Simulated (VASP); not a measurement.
The system is Co.

```
Co
1.0
    -1.79500   -3.59000   -1.79500
    -1.79500    0.00000   -1.79500
     1.79500    0.00000   -1.79500
Co
2
Direct
  0.00000 0.00000 0.00000
  0.50000 0.00000 0.50000
```

This isn't the form of Co at room conditions, which is hcp.

Base run:

```yaml
Program: VASP 6.6.1
Functional: PBE
Potentials_or_basis: VASP PAW PBE potentials, release 64 (Co)
Cutoff: 520 eV
k_mesh: 7 × 12 × 10
Occupations: gaussian, width 0.05 eV
Spin: collinear spin
Starting_moments: "[0.09, 0.09] μB"
```

Its results: pressure -22.7 GPa; net moment 0.00 μB per cell.

Task: The run is repeated on the same cell with these changes: spin from collinear spin to collinear spin, ferromagnetic start; moments at the start from [0.09, 0.09] to [3.0, 3.0]. What comes out?

Result: Pressure -10.8 GPa; net moment 3.41 μB per cell; site moments Co +1.74 μB.

Caveats: the cell stands under tension.
